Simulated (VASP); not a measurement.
# ScAl3N4: single point with r2SCAN

The system is ScAl3N4.

```
Sc Al N
1.0
    -3.22150    0.00000    0.00000
     0.00000    5.57980    0.00000
     1.61075   -2.78990   -5.06150
Sc Al N
1 3 4
Direct
  0.00000 0.33333 0.00000
  0.50000 0.83333 0.00000
  0.75000 0.41667 0.50000
  0.25000 0.91667 0.50000
  0.80900 0.14233 0.61800
  0.30900 0.64233 0.61800
  0.55900 0.22567 0.11800
  0.05900 0.72567 0.11800
```

```
Program             : VASP 6.6.1
Task                : single point
Functional          : r2SCAN
Potentials or basis : VASP PAW PBE potentials, release 64 (Sc_sv, Al, N)
Cutoff              : 520 eV
k mesh              : 6 × 6 × 6
Occupations         : gaussian, width 0.1 eV
Spin                : no spin polarisation
```

| Item | Value |
| --- | --- |
| Pressure | 2.5 GPa |
| Largest force | 3.646 eV/Å |
| Band gap on the k mesh | 4.34 eV (least direct gap 4.61 eV) |

Forces in eV/Å, atoms in the order of the input:
```
Sc   0.000 -0.329 -1.081
Al   0.000  0.252 -0.531
Al   0.000 -0.188  0.202
Al   0.000  0.203  0.217
N    0.000 -0.031  3.572
N    0.000  0.027  0.190
N    0.000 -3.176 -1.790
N    0.000  3.242 -0.780
```

Stress tensor (GPa, compression positive):
```
 1.03  0.00  0.00
 0.00  1.50 -0.10
 0.00 -0.10  4.92
```

Levels at points of the mesh, in eV from the valence-band top:
```
           k point  band 18  band 19  band 20  band 21  band 22  band 23
(0.00, 0.00, 0.00)    -0.47    -0.32    -0.27     4.34     5.48     5.74
(0.50, 0.00, 0.00)    -0.94    -0.31    -0.17     5.40     5.78     6.31
(0.00, 0.50, 0.00)    -0.66    -0.34    -0.19     5.67     6.47     6.52
(0.00, 0.50, 0.50)    -0.84    -0.04     0.00     5.75     6.24     6.86
(0.50, 0.50, 0.00)    -0.84    -0.25     0.00     5.21     5.62     5.76
(0.00, 0.00, 0.50)    -0.68    -0.41    -0.28     5.42     5.74     6.32
```

Wall time 15 min on 1 thread of Intel Xeon 8259CL, with other jobs on the host, peak memory 0.33 GiB.

Caveat: the PAW data sets were made with another functional, which shifts forces and pressure a little. A k mesh can miss the band edges.
